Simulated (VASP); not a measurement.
A run of VASP 6.6.1 is set up as follows.

Contents of INCAR:

```
SYSTEM = Cd3Se
  PREC = Accurate
  ENCUT = 520
  EDIFF = 1E-8
  ISMEAR = -1
  SIGMA = 0.05
  LREAL = .FALSE.
  LASPH = .TRUE.
  NELM = 100
  ALGO = Normal
  ISIF = 2
  LWAVE = .FALSE.
  LCHARG = .FALSE.
  GGA = PS
  IBRION = 8
  NSW = 1
  KPAR = 4
```

Contents of KPOINTS:

```
regular mesh
0
G
  9 9 9
  0 0 0
```

The input POSCAR:

```
Cd3Se
1.0
   -2.0409530000      2.0409530000      6.0870800000
    2.0409530000     -2.0409530000      6.0870800000
    2.0409530000      2.0409530000     -6.0870800000
Cd Se
3 1
Direct
    0.5000000000      0.5000000000      0.0000000000
    0.2500000000      0.7500000000      0.5000000000
    0.7500000000      0.2500000000      0.5000000000
    0.0000000000      0.0000000000      0.0000000000
```

Potentials or basis: VASP PAW PBE potentials, release 64 (Cd, Se).

Run with:

```sh
$ cat potpaw_PBE.64/Cd/POTCAR potpaw_PBE.64/Se/POTCAR > POTCAR
$ mpirun -np 4 vasp_std > vasp.out
```

(1) What does it give for the highest phonon frequency at Γ, LO-TO splitting left out?

(2) Predict the most unstable mode.

## Answers

(1) 124 cm⁻¹.

(2) 42i cm⁻¹.

Caveat: the cell stands under pressure or tension, which shifts response properties; some modes are imaginary.
